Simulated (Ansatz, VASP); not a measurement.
# Tl: VASP beside Ansatz

The input INCAR:

```
ALGO = Normal
EDIFF = 1E-6
ENCUT = 520
GGA = PE
ISIF = 2
ISMEAR = -1
LASPH = T
LCHARG = F
LREAL = F
LWAVE = F
NBANDS = 20
NELM = 60
PREC = Accurate
SIGMA = 0.05
```

File KPOINTS:

```
k-points
0
Gamma
  10 10 10
```

POSCAR

```
Tl
1.0
    0.0000000000      2.6231382014      2.6231382014
    2.6231382014      0.0000000000      2.6231382014
    2.6231382014      2.6231382014      0.0000000000
Tl
2
Direct
   -0.1250000000     -0.1250000000     -0.1250000000
    0.1250000000      0.1250000000      0.1250000000
```

Input for Ansatz:

```yaml
crystal:
  lattice:
    - [0.0, 2.6231382014, 2.6231382014]
    - [2.6231382014, 0.0, 2.6231382014]
    - [2.6231382014, 2.6231382014, 0.0]
  atoms:
    - { symbol: Tl, position: [-0.125, -0.125, -0.125] }
    - { symbol: Tl, position: [0.125, 0.125, 0.125] }
kpoints:
  mp_grid: { grid: [10, 10, 10] }
  band_path:
    path:
      - [0.0, 0.0, 0.0]
      - [0.5, 0.0, 0.5]
      - [0.625, 0.25, 0.625]
      - [0.375, 0.375, 0.75]
      - [0.0, 0.0, 0.0]
      - [0.5, 0.5, 0.5]
      - [0.5, 0.25, 0.75]
      - [0.5, 0.0, 0.5]
    npoints: 8
scf:
  occupations: { method: fermi_dirac, width: 0.05 }
hamiltonian:
  xc: pbe
  pseudopotentials: { kind: all_electron, lapw: { basis_error: 0.001 } }
output:
  forces: true
  stress: true
  eigenvalues: true
  populations: true
  dos: { projected: true, de: 0.2, e_range: [-14, 8] }
```

Change from the starting cell: volume scaled by 0.4, LAPW.

Alike in both runs: task single point; functional PBE; k mesh 10 × 10 × 10; occupations fermi-dirac, width 0.05 eV; no spin polarisation.

```csv
,VASP,Ansatz
version,VASP 6.6.1,Ansatz 0.2.0
potentials or method,"VASP PAW PBE potentials, release 64 (Tl_d), cutoff 520 eV","all-electron LAPW, scalar-relativistic"
```

Ansatz gave:

| Item | Value |
| --- | --- |
| pressure (GPa) | 157.9 |

Question: Estimate VASP's values.

Answer: Pressure (GPa): 158.5.

Both programs put the cell under a high pressure, so it lies far from rest at this level. Ansatz ran all-electron here, and VASP with PAW potentials.

Neither program's run includes spin-orbit coupling. Noted on VASP's run: the cell as given lies far from equilibrium.
